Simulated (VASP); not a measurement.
# Cu (P6/mmm) in VASP: single point with PBE

Aim: the single point of Cu with PBE.

All numbers are computed with VASP 6.6.1; they aren't measurements. Logs are shortened: lines on timing, memory, paths and dates and some standing lists are left out, and cuts for length are marked.

## Step 1: The cell of the first run

Symmetry: P6/mmm, No. 191, hexagonal system. Conventional cell: a = 2.392 Å, b = 2.392 Å, c = 2.318 Å, α = 90.00°, β = 90.00°, γ = 120.00°. Within 3.1 Å of Cu (site symmetry 6/mmm) lie 8 Cu at 2.32 to 2.39 Å.

This isn't the form of Cu at room conditions, which is fcc.

## Step 2: Single point, PBE

File INCAR:

```
SYSTEM = Cu
ALGO     = Normal         ! electronic algorithm
EDIFF    = 1E-6           ! SCF threshold, eV
ENCUT    = 820            ! plane-wave cutoff, eV
GGA      = PE             ! functional
GGA_COMPAT= .False.      
ISIF     = 2              ! what is computed and relaxed
ISMEAR   = -1             ! smearing method
LASPH    = .True.         ! aspherical terms in the spheres
LCHARG   = .False.        ! write CHGCAR
LREAL    = .False.        ! projectors in reciprocal space
LWAVE    = .False.        ! write WAVECAR
NBANDS   = 16             ! bands
NELM     = 120            ! most SCF steps
PREC     = Accurate       ! precision mode
SIGMA    = 0.1            ! smearing width, eV
```

File KPOINTS:

```
k-points
0
Gamma
  18 18 17
  0 0 0
```

File POSCAR:

```
Cu
1.0
    2.3922642305      0.0000000000      0.0000000000
   -1.1961321153      2.0717615962      0.0000000000
    0.0000000000      0.0000000000      2.3182186818
Cu
1
Direct
    0.0000000000      0.0000000000      0.0000000000
```

Potentials or basis: VASP PAW PBE potentials, release 64 (Cu_sv_GW).

Command:

```bash
$ cat potpaw_PBE.64/Cu_sv_GW/POTCAR > POTCAR
$ mpirun -np 1 vasp_std > vasp.out
```

OUTCAR:

```text
SYSTEM = Cu
   EDIFF = 1E-6
   ENCUT = 820
   GGA = PE
   ISIF = 2
   ISMEAR = -1
   LASPH = .True.
   LREAL = .False.
   NELM = 120
   PREC = Accurate

 ion  position               nearest neighbor table
   1  0.000  0.000  0.000-

  LATTYP: Found a hexagonal cell.
 ALAT       =     2.3922642305
 C/A-ratio  =     0.9690479222

  Lattice vectors:

 A1 = (   2.3922642305,   0.0000000000,   0.0000000000)
 A2 = (  -1.1961321153,   2.0717615962,   0.0000000000)
 A3 = (   0.0000000000,   0.0000000000,   2.3182186818)

Analysis of symmetry for initial positions (statically):
=====================================================================
 Subroutine PRICEL returns:
 Original cell was already a primitive cell.

 Routine SETGRP: Setting up the symmetry group for a
 hexagonal supercell.

 Subroutine GETGRP returns: Found 24 space group operations
 (whereof 24 operations were pure point group operations)
 out of a pool of 24 trial point group operations.

The static configuration has the point symmetry D_6h.

Analysis of symmetry for dynamics (positions and initial velocities):
=====================================================================
 Subroutine PRICEL returns:
 Original cell was already a primitive cell.

 Routine SETGRP: Setting up the symmetry group for a
 hexagonal supercell.

 Subroutine GETGRP returns: Found 24 space group operations
 (whereof 24 operations were pure point group operations)
 out of a pool of 24 trial point group operations.

The dynamic configuration has the point symmetry D_6h.

 Subroutine INISYM returns: Found 24 space group operations
 (whereof 24 operations are pure point group operations),
 and found     1 'primitive' translations

----------------------------------------------------------------------------------------

                                     Primitive cell

  volume of cell :      11.4896

  direct lattice vectors                    reciprocal lattice vectors
     2.392264230  0.000000000  0.000000000     0.418014025  0.241340510  0.000000000
    -1.196132115  2.071761596  0.000000000     0.000000000  0.482681020  0.000000000
     0.000000000  0.000000000  2.318218682     0.000000000  0.000000000  0.431365689

  length of vectors
     2.392264230  2.392264231  2.318218682     0.482681020  0.482681020  0.431365689

  position of ions in fractional coordinates (direct lattice)
     0.000000000  0.000000000  0.000000000

  ion indices of the primitive-cell ions
   primitive index   ion index
                 1           1

----------------------------------------------------------------------------------------

 KPOINTS: k-points

Automatic generation of k-mesh.
 Grid dimensions read from file:
 generate k-points for:   18   18   17

 Generating k-lattice:

  Cartesian coordinates                     Fractional coordinates (reciprocal lattice)
     0.023223001  0.013407806  0.000000000     0.055555556 -0.000000000  0.000000000
     0.000000000  0.026815612  0.000000000     0.000000000  0.055555556  0.000000000
     0.000000000  0.000000000  0.025374452     0.000000000  0.000000000  0.058823529

  Length of vectors
     0.026815612  0.026815612  0.025374452

  Shift w.r.t. Gamma in fractional coordinates (k-lattice)
     0.000000000  0.000000000  0.000000000

 Subroutine IBZKPT returns following result:
 ===========================================

 Found    333 irreducible k-points:

 Following reciprocal coordinates:
            Coordinates               Weight
  0.000000  0.000000  0.000000      1.000000
  0.055556  0.000000  0.000000      6.000000
  0.111111  0.000000  0.000000      6.000000
  0.166667  0.000000  0.000000      6.000000
  0.222222  0.000000  0.000000      6.000000
  0.277778  0.000000  0.000000      6.000000
[... 16 lines left out ...]
  0.333333  0.111111  0.000000     12.000000
  0.388889  0.111111  0.000000     12.000000
 [... further k-points ...]
   k-points           NKPTS =    333   k-points in BZ     NKDIM =    333   number of bands    NBANDS=     16
   number of dos      NEDOS =    301   number of ions     NIONS =      1
   total plane-waves  NPLWV =  13824
   dimension x,y,z NGX =    24 NGY =   24 NGZ =   24
   dimension x,y,z NGXF=    48 NGYF=   48 NGZF=   48
   ions per type =               1
   NGX,Y,Z   is equivalent  to a cutoff of  16.68, 16.68, 17.21 a.u.
   NGXF,Y,Z  is equivalent  to a cutoff of  33.36, 33.36, 34.42 a.u.
 SYSTEM =  Cu
   PREC   = accura    normal or accurate (medium, high low for compatibility)
   ISTART =      0    job   : 0-new  1-cont  2-samecut
   ICHARG =      2    charge: 1-file 2-atom 10-const
   ISPIN  =      1    spin polarized calculation?
   LNONCOLLINEAR =      F non collinear calculations
   LSORBIT =      F    spin-orbit coupling
   LASPH  =      T    aspherical Exc in radial PAW
   ENCUT  =  820.0 eV  60.27 Ry    7.76 a.u.   5.59  5.59  5.41*2*pi/ulx,y,z
   NELM   =    120;   NELMIN=  2; NELMDL= -5     # of ELM steps
   EDIFF  = 0.1E-05   stopping-criterion for ELM
   LREAL  =      F    real-space projection
[... 7 lines left out ...]
   TEBEG  =    0.0;   TEEND  =   0.0 temperature during run
   PSTRESS=    0.0 pullay stress
   NELECT =      19.0000    total number of electrons
   NUPDOWN=      -1.0000    fix difference up-down
   EMIN   =  10.00;   EMAX   =-10.00  energy-range for DOS
   EFERMI =   0.00;   METHOD = LEGACY
   ISMEAR =    -1;   SIGMA  =   0.10  broadening in eV -4-tet -1-fermi 0-gaus
   EFERMI_NEDOS =   21; number of points for ismear=-14 and -15
   IALGO  =     38    algorithm
   IMIX   =      4    mixing-type and parameters
     AMIX     =   0.40;   BMIX     =  1.00
     AMIX_MAG =   1.60;   BMIX_MAG =  1.00
  volume/ion in A,a.u.               =      11.49        77.54
  Fermi-wavevector in a.u.,A,eV,Ry     =   1.935939  3.658394 50.992710  3.747858
  Thomas-Fermi vector in A             =   2.966878
   LORBIT       =      0    0 simple, 1 ext, 2 COOP (PROOUT), +10 PAW based schemes
   GGA     = PE    functional components
   LHFCALC =     F    Hartree Fock is set to
   AEXX    =    0.0000 exact exchange contribution
   IVDW    =     0    specifies the selected vdW correction
   LEPSILON=     F    determine dielectric tensor
   LRPA    =     F    only Hartree local field effects (RPA)
 non-spin polarized calculation
  energy-cutoff  :      820.00
  volume of cell :       11.49
 maximum number of plane-waves:       634
 NGX is ok and might be reduce to    24
   NGX = 11   NGY = 11   NGZ = 11

 number of electron      19.0000004 magnetization

 Free energy of the ion-electron system (eV)
  ---------------------------------------------------
  ext. energy  EPLUGINS =         0.00000000
  ---------------------------------------------------
  free energy    TOTEN  =        -3.45215927 eV

  energy without entropy =       -3.44387792  energy(sigma->0) =       -3.44801859

 E-fermi :   7.8833     XC(G=0): -13.4800

 val. band max:        7.8813120584   @ k =   0.2222   0.0556   0.4118
 cond. band min:       7.8918562130   @ k =   0.4444   0.0000   0.1765
 fundamental gap:      0.0105441546
 Fermi energy:         7.8832715035

 k-point     1 :       0.0000    0.0000    0.0000
  band No.  band energies     occupation
      1    -104.8017      2.00000
      2     -62.1008      2.00000
      3     -62.1008      2.00000
      4     -62.0478      2.00000
      5      -1.6553      2.00000
      6       3.2868      2.00000
[... 8 lines left out ...]
     15      33.5301      0.00000
     16      35.8717      0.00000

 k-point     2 :       0.0556    0.0000    0.0000
  band No.  band energies     occupation
      1    -104.8008      2.00000
      2     -62.1060      2.00000
      3     -62.1020      2.00000
      4     -62.0471      2.00000
      5      -1.5398      2.00000
      6       3.3115      2.00000
[... 8 lines left out ...]
     15      32.5939      0.00000
     16      37.0776      0.00000

 k-point     3 :       0.1111    0.0000    0.0000
  band No.  band energies     occupation
      1    -104.7988      2.00000
      2     -62.1215      2.00000
      3     -62.1057      2.00000
      4     -62.0455      2.00000
      5      -1.1974      2.00000
      6       3.3819      2.00000
[... 8 lines left out ...]
     15      32.1587      0.00000
     16      39.1019      0.00000

 k-point     4 :       0.1667    0.0000    0.0000
  band No.  band energies     occupation
      1    -104.7956      2.00000
      2     -62.1448      2.00000
      3     -62.1116      2.00000
      4     -62.0429      2.00000
      5      -0.6422      2.00000
      6       3.4842      2.00000
[... 8 lines left out ...]
     15      32.0267      0.00000
     16      41.3157      0.00000

 k-point     5 :       0.2222    0.0000    0.0000
  band No.  band energies     occupation
      1    -104.7916      2.00000
      2     -62.1731      2.00000
      3     -62.1186      2.00000
      4     -62.0398      2.00000
      5       0.0949      2.00000
      6       3.5840      2.00000
[... 8 lines left out ...]
     15      32.0837      0.00000
     16      43.5833      0.00000

 k-point     6 :       0.2778    0.0000    0.0000
  band No.  band energies     occupation
      1    -104.7874      2.00000
      2     -62.2034      2.00000
      3     -62.1259      2.00000
      4     -62.0366      2.00000
      5       0.9473      2.00000
      6       3.6225      2.00000
[... 8 lines left out ...]
     15      32.2992      0.00000
     16      44.8993      0.00000
[... 267 lines left out ...]
 k-point    21 :       0.2222    0.1111    0.0000
  band No.  band energies     occupation
      1    -104.7861      2.00000
      2     -62.2067      2.00000
      3     -62.1344      2.00000
      4     -62.0356      2.00000
      5       1.2487      2.00000
      6       3.7136      2.00000
[... 8 lines left out ...]
     15      34.3870      0.00000
     16      41.5411      0.00000

 k-point    22 :       0.2778    0.1111    0.0000
  band No.  band energies     occupation
      1    -104.7825      2.00000
      2     -62.2314      2.00000
      3     -62.1431      2.00000
      4     -62.0328      2.00000
      5       2.0595      2.00000
      6       3.6757      2.00000
[... 8 lines left out ...]
     15      34.0298      0.00000
     16      42.8534      0.00000

 k-point    23 :       0.3333    0.1111    0.0000
  band No.  band energies     occupation
      1    -104.7795      2.00000
      2     -62.2514      2.00000
      3     -62.1503      2.00000
      4     -62.0305      2.00000
      5       2.5898      2.00000
      6       3.6970      2.00000
[... 8 lines left out ...]
     15      33.8001      0.00000
     16      40.7842      0.00000

 k-point    24 :       0.3889    0.1111    0.0000
  band No.  band energies     occupation
      1    -104.7775      2.00000
      2     -62.2644      2.00000
      3     -62.1550      2.00000
      4     -62.0291      2.00000
      5       2.7704      2.00000
      6       3.7792      2.00000
[... 8 lines left out ...]
     15      34.5482      0.00000
     16      38.8176      0.00000

 [... further k-points ...]
[... 5 lines left out ...]
  --------------------------------------------------------------------------------------
  -------------------------------------------------------------------------------------
  Total        1.3042062      1.3042062      1.3080526     -0.0000000      0.0000000     -0.0000000
  in kB      181.8668397    181.8668397    182.4032081     -0.0000000      0.0000000     -0.0000000
  external PRESSURE =     182.0456291 kB  Pullay stress =       0.0000000 kB

 VOLUME and BASIS-vectors are now :
 -----------------------------------------------------------------------------
  energy-cutoff  :      820.00
  volume of cell :       11.49
      direct lattice vectors                 reciprocal lattice vectors
     2.392264230  0.000000000  0.000000000     0.418014025  0.241340510  0.000000000
    -1.196132115  2.071761596  0.000000000     0.000000000  0.482681020  0.000000000
     0.000000000  0.000000000  2.318218682     0.000000000  0.000000000  0.431365689

 POSITION                                       TOTAL-FORCE (eV/Angst)
 -----------------------------------------------------------------------------------
      0.00000      0.00000      0.00000         0.000000      0.000000      0.000000
 -----------------------------------------------------------------------------------
    total drift:                                0.000000      0.000000      0.000000

  FREE ENERGIE OF THE ION-ELECTRON SYSTEM (eV)
  ---------------------------------------------------
  free  energy   TOTEN  =        -3.4521592729 eV

  energy  without entropy=       -3.4438779167  energy(sigma->0) =       -3.44801859
```

Run time: 1.8 min. Hardware: 1 thread of Intel Xeon Platinum 8175M at 2.50GHz (Skylake/Cascade Lake), shared host; peak memory 0.27 GiB.

What came out:

```yaml
Free_energy: -3.4522 eV
Pressure: 18.2 GPa
Band_gap_on_the_k_mesh: zero (an odd number of electrons rules out a gap without spin polarisation)
```

Levels at points of the mesh, in eV from the Fermi level:
| k point | band 6 | band 7 | band 8 | band 9 | band 10 | band 11 | band 12 | band 13 | band 14 | band 15 |
| --- | --- | --- | --- | --- | --- | --- | --- | --- | --- | --- |
| (0.00, 0.00, 0.00) | -4.60 | -3.13 | -3.13 | -1.50 | -1.50 | 17.98 | 22.79 | 23.46 | 25.65 | 25.65 |
| (0.50, 0.00, 0.00) | -4.09 | -2.51 | -1.70 | -1.34 | -1.12 | 4.00 | 16.24 | 21.56 | 25.63 | 27.35 |

Caveat: the cell stands under pressure.
